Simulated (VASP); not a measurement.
Wanted: the native input for a VASP 6.6.1 run.

| Quantity | Value |
| --- | --- |
| Task | single point |
| Functional | HSE06 |
| Potentials or basis | VASP PAW PBE potentials, release 64 (Li_sv, Si, P) |
| Cutoff | 520 eV |
| k mesh | 5 × 5 × 3 |
| Occupations | methfessel-paxton, width 0.05 eV |
| Spin | no spin polarisation |
| Dipole correction | no |
| Grid for exact exchange (PRECFOCK) | Normal |
| Further INCAR settings | ALGO = Normal; EDIFF = 1e-06; NBANDS = 13 |
| Share of exact exchange | 0.25 |
| Screening parameter | 0.2079 1/Å |

The system is LiSiP.

```
Li Si P
1.0
     2.02883   -2.15990    0.00000
     2.02883    2.15990    0.00000
     0.00000    0.00000    5.44505
Li Si P
1 1 1
Direct
  0.50000 0.50000 0.50000
  0.50000 0.50000 0.00000
  0.00000 0.00000 0.00000
```

These files were run (other wordings do the same):

POSCAR

```
LiSiP
1.0
    2.0288322600     -2.1599019800      0.0000000000
    2.0288322600      2.1599019800      0.0000000000
    0.0000000000      0.0000000000      5.4450453500
Li Si P
1 1 1
Direct
    0.5000000000      0.5000000000      0.5000000000
    0.5000000000      0.5000000000      0.0000000000
    0.0000000000      0.0000000000      0.0000000000
```

INCAR.step1

```
SYSTEM = LiSiP
PREC = Accurate
ENCUT = 520
EDIFF = 1E-5
ISMEAR = 1
SIGMA = 0.05
LREAL = .FALSE.
LASPH = .TRUE.
NELM = 100
ALGO = Normal
ISIF = 2
LWAVE = .TRUE.
LCHARG = .FALSE.
NBANDS = 13
GGA = PE
```

INCAR.step2

```
SYSTEM = LiSiP
PREC = Accurate
ENCUT = 520
EDIFF = 1E-6
ISMEAR = 1
SIGMA = 0.05
LREAL = .FALSE.
LASPH = .TRUE.
NELM = 100
ALGO = Normal
ISIF = 2
LWAVE = .FALSE.
LCHARG = .FALSE.
GGA = PE
LHFCALC = .TRUE.
HFSCREEN = 0.2079
PRECFOCK = Normal
NBANDS = 13
ISTART = 1
```

KPOINTS

```
Automatic mesh
0
G
  5 5 3
  0 0 0
```

Potentials or basis: VASP PAW PBE potentials, release 64 (Li_sv, Si, P).

Run with:

```bash
$ cat potpaw_PBE.64/Li_sv/POTCAR potpaw_PBE.64/Si/POTCAR potpaw_PBE.64/P/POTCAR > POTCAR
$ cp INCAR.step1 INCAR
$ mpirun -np 1 vasp_std > vasp.out
$ cp INCAR.step2 INCAR
$ mpirun -np 1 vasp_std > vasp.out
```

It gave:

- Band gap on the k mesh: zero (bands 6 and 7 overlap by 1.34 eV)

Caveat: the k points lie up to 0.42 Å⁻¹ apart, too coarse for converged energies and pressures of a metal.

It took 9 min on 1 thread of Intel(R) Xeon(R) Platinum 8375C CPU @ 2.90GHz (Ice Lake), with other jobs on the host, peak memory 0.27 GiB.
